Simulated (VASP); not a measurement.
# PbS in VASP: settings compared

Aim: see how the results for PbS move with the level of theory and the settings. Levels: PBE, HSE06. Tasks: single point.

Everything below comes from runs of VASP 6.6.1. Logs are shortened: lines on timing, memory, paths and dates and some standing lists are left out, and cuts for length are marked.

### Step 1. The cell of the first run

The structure is tetragonal, space group I-4m2 (No. 119). The conventional cell has a = 4.701 Å, b = 4.701 Å, c = 6.847 Å, α = 90.00°, β = 90.00°, γ = 90.00°. Within 3.8 Å of Pb (site symmetry -4m2) lie 4 S at 2.91 Å. S (site symmetry -4m2) has 4 Pb at 2.91 Å within 3.8 Å.

### Step 2. Single point, PBE

The input, INCAR:

```
PREC = Accurate ; ENCUT = 520
EDIFF = 1E-7 ; ISMEAR = 0
SIGMA = 0.05 ; LREAL = False
LASPH = True ; NELM = 60
ALGO = Normal ; ISIF = 2
LWAVE = False ; LCHARG = False
GGA = PE ; NBANDS = 17
```

The input, KPOINTS:

```
Automatic mesh
0
Gamma
  10 10 10
```

The input, POSCAR:

```
PbS
1.0
    0.0000000000      3.4235462499      3.3238313106
    3.3238313106      0.0000000000      3.3238313106
    3.3238313106      3.4235462499      0.0000000000
Pb S
1 1
Direct
    0.0000000000      0.0000000000      0.0000000000
    0.2500000000      0.2500000000      0.2500000000
```

Potentials or basis: VASP PAW PBE potentials, release 64 (Pb_d, S).

On the command line:

```bash
> cat potpaw_PBE.64/Pb_d/POTCAR potpaw_PBE.64/S/POTCAR > POTCAR
> mpirun -np 1 vasp_std > vasp.out
```

OUTCAR:

```text
PREC = Accurate
   ENCUT = 520
   EDIFF = 1E-7
   ISMEAR = 0
   LREAL = False
   LASPH = True
   NELM = 60
   ISIF = 2
   GGA = PE

 ion  position               nearest neighbor table
   1  0.000  0.000  0.000-   2 2.91   2 2.91   2 2.91   2 2.91
   2  0.250  0.250  0.250-   1 2.91   1 2.91   1 2.91   1 2.91

  LATTYP: Found a body centered tetragonal cell.
 ALAT       =     4.7006073185
 C/A-ratio  =     1.4566399692

  Lattice vectors:

 A1 = (   0.0000000000,  -3.4235462499,   3.3238313106)
 A2 = (   0.0000000000,  -3.4235462499,  -3.3238313106)
 A3 = (   3.3238313106,   3.4235462499,   0.0000000000)

Analysis of symmetry for initial positions (statically):
=====================================================================
 Subroutine PRICEL returns:
 Original cell was already a primitive cell.

 Routine SETGRP: Setting up the symmetry group for a
 body centered tetragonal supercell.

 Subroutine GETGRP returns: Found  8 space group operations
 (whereof  8 operations were pure point group operations)
 out of a pool of 16 trial point group operations.

The static configuration has the point symmetry D_2d.

Analysis of symmetry for dynamics (positions and initial velocities):
=====================================================================
 Subroutine PRICEL returns:
 Original cell was already a primitive cell.

 Routine SETGRP: Setting up the symmetry group for a
 body centered tetragonal supercell.

 Subroutine GETGRP returns: Found  8 space group operations
 (whereof  8 operations were pure point group operations)
 out of a pool of 16 trial point group operations.

The dynamic configuration has the point symmetry D_2d.

 Subroutine INISYM returns: Found  8 space group operations
 (whereof  8 operations are pure point group operations),
 and found     1 'primitive' translations

----------------------------------------------------------------------------------------

                                     Primitive cell

  volume of cell :      75.6457

  direct lattice vectors                    reciprocal lattice vectors
     0.000000000  3.423546250  3.323831311    -0.150428813  0.146047392  0.150428813
     3.323831311  0.000000000  3.323831311     0.150428813 -0.146047392  0.150428813
     3.323831311  3.423546250  0.000000000     0.150428813  0.146047392 -0.150428813

  length of vectors
     4.771637403  4.700607318  4.771637403     0.258045532  0.258045532  0.258045532

  position of ions in fractional coordinates (direct lattice)
     0.000000000  0.000000000  0.000000000
     0.250000000  0.250000000  0.250000000

  ion indices of the primitive-cell ions
   primitive index   ion index
                 1           1
                 2           2

----------------------------------------------------------------------------------------

 KPOINTS: Automatic mesh

Automatic generation of k-mesh.
 Grid dimensions read from file:
 generate k-points for:   10   10   10

 Generating k-lattice:

  Cartesian coordinates                     Fractional coordinates (reciprocal lattice)
    -0.015042881  0.014604739  0.015042881     0.100000000  0.000000000  0.000000000
     0.015042881 -0.014604739  0.015042881    -0.000000000  0.100000000 -0.000000000
     0.015042881  0.014604739 -0.015042881     0.000000000  0.000000000  0.100000000

  Length of vectors
     0.025804553  0.025804553  0.025804553

  Shift w.r.t. Gamma in fractional coordinates (k-lattice)
     0.000000000  0.000000000  0.000000000

 Subroutine IBZKPT returns following result:
 ===========================================

 Found    102 irreducible k-points:

 Following reciprocal coordinates:
            Coordinates               Weight
  0.000000  0.000000  0.000000      1.000000
  0.100000  0.000000  0.000000      8.000000
  0.200000  0.000000  0.000000      8.000000
  0.300000  0.000000  0.000000      8.000000
  0.400000  0.000000  0.000000      8.000000
  0.500000  0.000000  0.000000      4.000000
[... 16 lines left out ...]
  0.300000  0.300000  0.000000      4.000000
  0.400000  0.300000  0.000000     16.000000
 [... further k-points ...]
   k-points           NKPTS =    102   k-points in BZ     NKDIM =    102   number of bands    NBANDS=     17
   number of dos      NEDOS =    301   number of ions     NIONS =      2
   total plane-waves  NPLWV =  46656
   dimension x,y,z NGX =    36 NGY =   36 NGZ =   36
   dimension x,y,z NGXF=    72 NGYF=   72 NGZF=   72
   ions per type =               1   1
   NGX,Y,Z   is equivalent  to a cutoff of  12.54, 12.73, 12.54 a.u.
   NGXF,Y,Z  is equivalent  to a cutoff of  25.09, 25.46, 25.09 a.u.
 SYSTEM =  unknown system
   PREC   = accura    normal or accurate (medium, high low for compatibility)
   ISTART =      0    job   : 0-new  1-cont  2-samecut
   ICHARG =      2    charge: 1-file 2-atom 10-const
   ISPIN  =      1    spin polarized calculation?
   LNONCOLLINEAR =      F non collinear calculations
   LSORBIT =      F    spin-orbit coupling
   LASPH  =      T    aspherical Exc in radial PAW
   ENCUT  =  520.0 eV  38.22 Ry    6.18 a.u.   8.87  8.74  8.87*2*pi/ulx,y,z
   NELM   =     60;   NELMIN=  2; NELMDL= -5     # of ELM steps
   EDIFF  = 0.1E-06   stopping-criterion for ELM
   LREAL  =      F    real-space projection
   EDIFFG = 0.1E-05   stopping-criterion for IOM
   NSW    =      0    number of steps for IOM
   IBRION =     -1    ionic relax: 0-MD 1-quasi-New 2-CG
   NFREE  =      0    steps in history (QN), initial steepest desc. (CG)
   ISIF   =      2    stress and relaxation
   ISYM   =      2    0-nonsym 1-usesym 2-fastsym
   POTIM  = 0.5000    time-step for ionic-motion
   TEBEG  =    0.0;   TEEND  =   0.0 temperature during run
   PSTRESS=    0.0 pullay stress
   NELECT =      20.0000    total number of electrons
   NUPDOWN=      -1.0000    fix difference up-down
   EMIN   =  10.00;   EMAX   =-10.00  energy-range for DOS
   EFERMI =   0.00;   METHOD = LEGACY
   ISMEAR =     0;   SIGMA  =   0.05  broadening in eV -4-tet -1-fermi 0-gaus
   EFERMI_NEDOS =   21; number of points for ismear=-14 and -15
   IALGO  =     38    algorithm
   IMIX   =      4    mixing-type and parameters
     AMIX     =   0.40;   BMIX     =  1.00
     AMIX_MAG =   1.60;   BMIX_MAG =  1.00
  volume/ion in A,a.u.               =      37.82       255.24
  Fermi-wavevector in a.u.,A,eV,Ry     =   1.050728  1.985587 15.021218  1.104028
  Thomas-Fermi vector in A             =   2.185742
   LORBIT       =      0    0 simple, 1 ext, 2 COOP (PROOUT), +10 PAW based schemes
   GGA     = PE    functional components
   LHFCALC =     F    Hartree Fock is set to
   AEXX    =    0.0000 exact exchange contribution
   IVDW    =     0    specifies the selected vdW correction
   LEPSILON=     F    determine dielectric tensor
   LRPA    =     F    only Hartree local field effects (RPA)
 non-spin polarized calculation
 Gauss-broadening in eV      SIGMA  =   0.05
  energy-cutoff  :      520.00
  volume of cell :       75.65
 maximum number of plane-waves:      2068
   NGX = 17   NGY = 17   NGZ = 17

 number of electron      20.0000002 magnetization

 Free energy of the ion-electron system (eV)
  ---------------------------------------------------
  ext. energy  EPLUGINS =         0.00000000
  ---------------------------------------------------
  free energy    TOTEN  =        -8.40098813 eV

  energy without entropy =       -8.40098813  energy(sigma->0) =       -8.40098813

 E-fermi :   2.6923     XC(G=0):  -7.7141

 val. band max:        2.4089283031   @ k =   0.5000  -0.2000   0.3000
 cond. band min:       3.2973462092   @ k =   0.5000   0.5000   0.0000
 fundamental gap:      0.8884179061
 Fermi energy:         2.6922527330

 k-point     1 :       0.0000    0.0000    0.0000
  band No.  band energies     occupation
      1     -14.2163      2.00000
      2     -14.2072      2.00000
      3     -14.2072      2.00000
      4     -14.1871      2.00000
      5     -14.1798      2.00000
      6      -9.8819      2.00000
[... 9 lines left out ...]
     16      11.2134      0.00000
     17      11.7483      0.00000

 k-point     2 :       0.1000    0.0000    0.0000
  band No.  band energies     occupation
      1     -14.2164      2.00000
      2     -14.2082      2.00000
      3     -14.2062      2.00000
      4     -14.1871      2.00000
      5     -14.1796      2.00000
      6      -9.8310      2.00000
[... 9 lines left out ...]
     16      10.7812      0.00000
     17      11.6870      0.00000

 k-point     3 :       0.2000    0.0000    0.0000
  band No.  band energies     occupation
      1     -14.2194      2.00000
      2     -14.2083      2.00000
      3     -14.2040      2.00000
      4     -14.1867      2.00000
      5     -14.1790      2.00000
      6      -9.6894      2.00000
[... 9 lines left out ...]
     16      10.3902      0.00000
     17      11.4188      0.00000

 k-point     4 :       0.3000    0.0000    0.0000
  band No.  band energies     occupation
      1     -14.2254      2.00000
      2     -14.2065      2.00000
      3     -14.2020      2.00000
      4     -14.1855      2.00000
      5     -14.1777      2.00000
      6      -9.4937      2.00000
[... 9 lines left out ...]
     16      10.3850      0.00000
     17      11.7571      0.00000

 k-point     5 :       0.4000    0.0000    0.0000
  band No.  band energies     occupation
      1     -14.2307      2.00000
      2     -14.2051      2.00000
      3     -14.2011      2.00000
      4     -14.1838      2.00000
      5     -14.1761      2.00000
      6      -9.3126      2.00000
[... 9 lines left out ...]
     16      10.7723      0.00000
     17      11.3334      0.00000

 k-point     6 :       0.5000    0.0000    0.0000
  band No.  band energies     occupation
      1     -14.2328      2.00000
      2     -14.2046      2.00000
      3     -14.2009      2.00000
      4     -14.1830      2.00000
      5     -14.1754      2.00000
      6      -9.2364      2.00000
[... 9 lines left out ...]
     16      11.1542      0.00000
     17      11.2318      0.00000

 k-point     7 :       0.1000    0.1000    0.0000
  band No.  band energies     occupation
      1     -14.2140      2.00000
      2     -14.2114      2.00000
      3     -14.2053      2.00000
      4     -14.1875      2.00000
      5     -14.1792      2.00000
      6      -9.8132      2.00000
[... 9 lines left out ...]
     16      11.0071      0.00000
     17      12.0172      0.00000

 k-point     8 :       0.2000    0.1000    0.0000
  band No.  band energies     occupation
      1     -14.2175      2.00000
      2     -14.2103      2.00000
      3     -14.2032      2.00000
      4     -14.1878      2.00000
      5     -14.1785      2.00000
      6      -9.7006      2.00000
[... 9 lines left out ...]
     16      10.8421      0.00000
     17      11.9634      0.00000
[... 203 lines left out ...]
      1     -14.2359      2.00000
      2     -14.2013      2.00000
      3     -14.1971      2.00000
      4     -14.1868      2.00000
      5     -14.1753      2.00000
      6      -9.1535      2.00000
[... 9 lines left out ...]
     16      11.3934      0.00000
     17      11.8948      0.00000

 k-point    20 :      -0.4000    0.2000    0.0000
  band No.  band energies     occupation
      1     -14.2354      2.00000
      2     -14.2014      2.00000
      3     -14.1977      2.00000
      4     -14.1856      2.00000
      5     -14.1763      2.00000
      6      -9.1372      2.00000
[... 9 lines left out ...]
     16      10.8610      0.00000
     17      12.0154      0.00000

 k-point    21 :      -0.3000    0.2000   -0.0000
  band No.  band energies     occupation
      1     -14.2326      2.00000
      2     -14.2022      2.00000
      3     -14.1989      2.00000
      4     -14.1854      2.00000
      5     -14.1775      2.00000
      6      -9.2489      2.00000
[... 9 lines left out ...]
     16      10.8468      0.00000
     17      12.1033      0.00000

 k-point    22 :      -0.2000    0.2000   -0.0000
  band No.  band energies     occupation
      1     -14.2284      2.00000
      2     -14.2040      2.00000
      3     -14.2003      2.00000
      4     -14.1858      2.00000
      5     -14.1784      2.00000
      6      -9.4252      2.00000
[... 9 lines left out ...]
     16      10.4194      0.00000
     17      12.5854      0.00000

 k-point    23 :       0.3000    0.3000    0.0000
  band No.  band energies     occupation
      1     -14.2353      2.00000
      2     -14.2004      2.00000
      3     -14.1943      2.00000
      4     -14.1912      2.00000
      5     -14.1754      2.00000
      6      -9.3477      2.00000
[... 9 lines left out ...]
     16      11.7025      0.00000
     17      13.9093      0.00000

 k-point    24 :       0.4000    0.3000    0.0000
  band No.  band energies     occupation
      1     -14.2401      2.00000
      2     -14.1977      2.00000
      3     -14.1931      2.00000
      4     -14.1908      2.00000
      5     -14.1744      2.00000
      6      -9.1967      2.00000
[... 9 lines left out ...]
     16      11.8998      0.00000
     17      13.1353      0.00000

 [... further k-points ...]
[... 5 lines left out ...]
  --------------------------------------------------------------------------------------
  -------------------------------------------------------------------------------------
  Total       -0.4620393     -0.5600541     -0.4620393      0.0000000     -0.0000000      0.0000000
  in kB       -9.7860022    -11.8619593     -9.7860022      0.0000000     -0.0000000      0.0000000
  external PRESSURE =     -10.4779879 kB  Pullay stress =       0.0000000 kB

 VOLUME and BASIS-vectors are now :
 -----------------------------------------------------------------------------
  energy-cutoff  :      520.00
  volume of cell :       75.65
      direct lattice vectors                 reciprocal lattice vectors
     0.000000000  3.423546250  3.323831311    -0.150428813  0.146047392  0.150428813
     3.323831311  0.000000000  3.323831311     0.150428813 -0.146047392  0.150428813
     3.323831311  3.423546250  0.000000000     0.150428813  0.146047392 -0.150428813

 POSITION                                       TOTAL-FORCE (eV/Angst)
 -----------------------------------------------------------------------------------
      0.00000      0.00000      0.00000         0.000000     -0.000000      0.000000
      1.66192      1.71177      1.66192        -0.000000      0.000000     -0.000000
 -----------------------------------------------------------------------------------
    total drift:                                0.000000      0.000000      0.000000

  FREE ENERGIE OF THE ION-ELECTRON SYSTEM (eV)
  ---------------------------------------------------
  free  energy   TOTEN  =        -8.4009881298 eV

  energy  without entropy=       -8.4009881298  energy(sigma->0) =       -8.40098813
```

It took 74 s on 1 thread of Intel Xeon Platinum 8559C (Emerald Rapids), shared host; peak memory 0.28 GiB.

What came out:

| Quantity | Value |
| --- | --- |
| Free energy | -8.4010 eV |
| Pressure | -1.0 GPa |
| Band gap on the k mesh | 0.89 eV (least direct gap 1.32 eV) |

Levels at points of the mesh, in eV from the valence-band top:
| k point | band 7 | band 8 | band 9 | band 10 | band 11 | band 12 | band 13 | band 14 |
| --- | --- | --- | --- | --- | --- | --- | --- | --- |
| (0.00, 0.00, 0.00) | -6.06 | -1.63 | -1.53 | -1.53 | 2.49 | 2.49 | 2.57 | 5.27 |
| (0.50, 0.00, 0.00) | -7.59 | -2.09 | -1.98 | -1.81 | 3.16 | 3.22 | 3.51 | 7.07 |
| (0.50, 0.50, 0.00) | -7.93 | -2.71 | -2.70 | -0.45 | 0.89 | 4.84 | 4.98 | 6.07 |
| (0.50, 0.00, 0.50) | -8.00 | -2.61 | -2.61 | -0.36 | 0.96 | 4.90 | 4.90 | 5.96 |

Caveat: spin-orbit coupling is left out, which moves the levels of the heavy elements. A k mesh can miss the band edges.

### Step 3. Single point, PBE (atom 1 (Pb) moved 0.02 Å along x)

The input, INCAR:

```
SYSTEM = PbS
PREC = Accurate ; ENCUT = 520
EDIFF = 1E-7 ; ISMEAR = 0
SIGMA = 0.05 ; LREAL = .FALSE.
LASPH = .TRUE. ; NELM = 100
ALGO = Normal ; ISIF = 2
LWAVE = .FALSE. ; LCHARG = .FALSE.
GGA = PE ; NBANDS = 17
```

The input, KPOINTS:

```
regular mesh
0
G
  10 10 10
  0 0 0
```

The input, POSCAR:

```
PbS
1.0
    0.0000000000      3.3238313106      3.3238313106
    3.3238313106      0.0000000000      3.3238313106
    3.3238313106      3.3238313106      0.0000000000
Pb S
1 1
Direct
   -0.0030085763      0.0030085763      0.0030085763
    0.2500000000      0.2500000000      0.2500000000
```

Potentials or basis: VASP PAW PBE potentials, release 64 (Pb_d, S).

On the command line:

```bash
> cat potpaw_PBE.64/Pb_d/POTCAR potpaw_PBE.64/S/POTCAR > POTCAR
> mpirun -np 1 vasp_std > vasp.out
```

It took 1.8 min on 1 thread of Intel Xeon Platinum 8559C (Emerald Rapids), shared host; peak memory 0.34 GiB.

Results (log left out):

```yaml
Free_energy: -8.4083 eV
Pressure: 0.0 GPa
Largest_force: 0.058 eV/Å
Band_gap_on_the_k_mesh: 0.89 eV (least direct gap 1.30 eV)
```

Forces in eV/Å, atoms in the order of the input:
```
Pb  -0.058  0.000  0.000
S    0.058  0.000  0.000
```

Stress tensor (GPa, compression positive):
```
-0.05  0.00  0.00
 0.00 -0.05  0.14
 0.00  0.14 -0.05
```

Levels at points of the mesh, in eV from the valence-band top:
```
           k point  band 7  band 8  band 9  band 10  band 11  band 12  band 13  band 14
(0.00, 0.00, 0.00)   -5.95   -1.65   -1.62    -1.59     2.51     2.54     2.57     5.33
(0.50, 0.00, 0.00)   -7.65   -2.13   -2.08    -1.81     3.20     3.29     3.61     7.11
(0.00, 0.50, 0.00)   -7.59   -2.14   -2.09    -1.86     3.18     3.28     3.59     7.11
(0.50, 0.50, 0.00)   -8.00   -2.78   -2.78    -0.41     0.89     5.06     5.06     6.05
(0.00, 0.50, 0.50)   -8.00   -2.81   -2.76    -0.41     0.89     5.02     5.10     6.05
```

Caveat: the cell differs from its parent crystal (atom 1 (Pb) moved 0.02 Å along x); spin-orbit coupling is left out, which moves the levels of the heavy elements.

[end of part 1 of 3]
